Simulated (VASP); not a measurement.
Set up this calculation in VASP 6.6.1, as the native input.

```
Task                   : single point
Functional             : LDA
Potentials or basis    : VASP PAW LDA potentials, release 64 (Ta_pv, N)
Cutoff                 : 520 eV
k mesh                 : 5 × 5 × 8
Occupations            : fermi-dirac, width 0.03 eV
Spin                   : no spin polarisation
Dipole correction      : no
Further INCAR settings : ALGO = Normal; EDIFF = 1e-06; NBANDS = 33
```

The structure of TaN lies in POSCAR:

```
TaN
1.0
    5.2866917255      0.0000000000      0.0000000000
   -2.6433458627      4.5784093362      0.0000000000
    0.0000000000      0.0000000000      2.9650340876
Ta N
3 3
Direct
    0.0000000000      0.0000000000      0.0000000000
    0.3333333333      0.6666666667      0.5000000000
    0.6666666667      0.3333333333      0.5000000000
    0.5000000000      0.0000000000      0.0000000000
    0.5000000000      0.5000000000      0.0000000000
    0.0000000000      0.5000000000      0.0000000000
```

One way to write it, as run:

INCAR

```
SYSTEM = TaN
PREC = Accurate
ENCUT = 520
EDIFF = 1E-6
ISMEAR = -1
SIGMA = 0.03
LREAL = .False.
LASPH = .True.
NELM = 60
ALGO = Normal
ISIF = 2
LWAVE = .False.
LCHARG = .False.
NBANDS = 33
```

KPOINTS

```
Automatic mesh
0
Gamma
  5 5 8
  0 0 0
```

Potentials or basis: VASP PAW LDA potentials, release 64 (Ta_pv, N).

Launch:

```bash
$ cat potpaw_LDA.64/Ta_pv/POTCAR potpaw_LDA.64/N/POTCAR > POTCAR
$ mpirun -np 1 vasp_std > vasp.out
```

Results of the run:

| Property | Result |
| --- | --- |
| Pressure | -19.7 GPa |
| Band gap on the k mesh | zero (bands 24 and 25 overlap by 1.95 eV) |

Caveat: the cell stands under tension; spin-orbit coupling is left out, which moves the levels of the heavy elements.

It took 50 s on 1 thread of Intel Xeon 8259CL, with other jobs on the host, peak memory 0.19 GiB.
